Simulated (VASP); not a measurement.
A run of VASP 6.6.1 is set up as follows.

File POSCAR:

```
HfO2
1.0
    4.8382036345      0.0000000000      0.0000000000
    0.0000000000      4.8382036345      0.0000000000
    0.0000000000      0.0000000000      3.2203479159
Hf O
2 4
Direct
    0.0000000000      0.0000000000     -0.0051325063
    0.5000000000      0.5000000000      0.5051325063
    0.1949191830      0.8050808170      0.5815129318
    0.3050808170      0.3050808170     -0.0815129318
    0.6949191830      0.6949191830     -0.0815129318
    0.8050808170      0.1949191830      0.5815129318
```

The input INCAR.step1:

```
PREC = Accurate
ENCUT = 520
ISMEAR = 0
SIGMA = 0.05
LREAL = F
LASPH = T
NELM = 60
NBANDS = 31
GGA = PE
ALGO = Normal
EDIFF = 1E-4
LWAVE = T
LCHARG = F
```

INCAR.step2

```
PREC = Accurate
ENCUT = 520
EDIFF = 1E-6
ISMEAR = 0
SIGMA = 0.05
LREAL = F
LASPH = T
NELM = 60
ALGO = Normal
ISIF = 2
LWAVE = F
LCHARG = F
METAGGA = R2SCAN
LMIXTAU = T
NBANDS = 31
ISTART = 1
```

The input KPOINTS:

```
Automatic mesh
0
Gamma
  6 6 8
```

Potentials or basis: VASP PAW PBE potentials, release 64 (Hf_pv, O).

Command:

```bash
$ cat potpaw_PBE.64/Hf_pv/POTCAR potpaw_PBE.64/O/POTCAR > POTCAR
$ cp INCAR.step1 INCAR
$ mpirun -np 1 vasp_std > vasp.out
$ cp INCAR.step2 INCAR
$ mpirun -np 1 vasp_std > vasp.out
```

Predict the pressure.

9.1 GPa.

Estimate the largest force.

3.231 eV/Å.

Forces in eV/Å, atoms in the order of the input:
```
Hf   0.000  0.000  2.713
Hf   0.000  0.000 -2.713
O    0.877 -0.877 -2.983
O   -0.877 -0.877  2.983
O    0.877  0.877  2.983
O   -0.877  0.877 -2.983
```

Caveat: the cell differs from its parent crystal (mode 12 (420.9 1/cm) frozen in, largest displacement +0.263 Å); the PAW data sets were made with another functional, which shifts forces and pressure a little.
